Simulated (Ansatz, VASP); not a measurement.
# One calculation of W, two programs

INCAR

```
PREC = Accurate ; ENCUT = 520
EDIFF = 1E-6 ; ISMEAR = 0
SIGMA = 0.15 ; LREAL = F
LASPH = T ; NELM = 80
ALGO = Fast ; ISIF = 2
LWAVE = F ; LCHARG = F
GGA = PE ; NBANDS = 13
```

The input KPOINTS:

```
Automatic mesh
0
Gamma
  20 20 20
```

The input POSCAR:

```
W
1.0
   -1.5973000000      1.5973000000      1.6611920000
    1.5973000000     -1.5973000000      1.6611920000
    1.5973000000      1.5973000000     -1.6611920000
W
1
Direct
    0.0000000000      0.0000000000      0.0000000000
```

Input for Ansatz:

```yaml
crystal:
  lattice:
    - [-1.5973, 1.5973, 1.661192]
    - [1.5973, -1.5973, 1.661192]
    - [1.5973, 1.5973, -1.661192]
  atoms:
    - { symbol: W, position: [0.0, 0.0, 0.0] }
basis:
  ecutwfc: 420
kpoints:
  mp_grid: { grid: [20, 20, 20] }
hamiltonian:
  xc: pbe
scf:
  occupations: { method: gaussian, width: 0.15 }
output:
  forces: true
  stress: true
  eigenvalues: true
```

Change from the starting cell: strain +0.000 along x and y, +0.040 along z, atoms carried along.

Alike in both runs: task single point; functional PBE; k mesh 20 × 20 × 20; occupations gaussian, width 0.15 eV; no spin polarisation.

|  | VASP | Ansatz |
| --- | --- | --- |
| version | VASP 6.6.1 | Ansatz 0.2.0 |
| potentials or method | VASP PAW PBE potentials, release 64 (W_sv), cutoff 520 eV | scalar-relativistic, plane waves, PAW |
| valence electrons in the cell | 14 | 14 |

Ansatz gave:

| Item | Value |
| --- | --- |
| gap on the k mesh at the Fermi level (eV) | none |
| pressure (GPa) | -13.3 |
| traceless stress, the component that is largest in VASP (GPa) | -7.37 |

Question: Estimate VASP's values.

Answer: gap on the k mesh at the Fermi level (eV): none; pressure (GPa): -13.0; traceless stress, the component that is largest in VASP (GPa): -7.36.

A gap of «none» marks a metal or a gap that the smearing closes.

Neither program's run includes spin-orbit coupling.
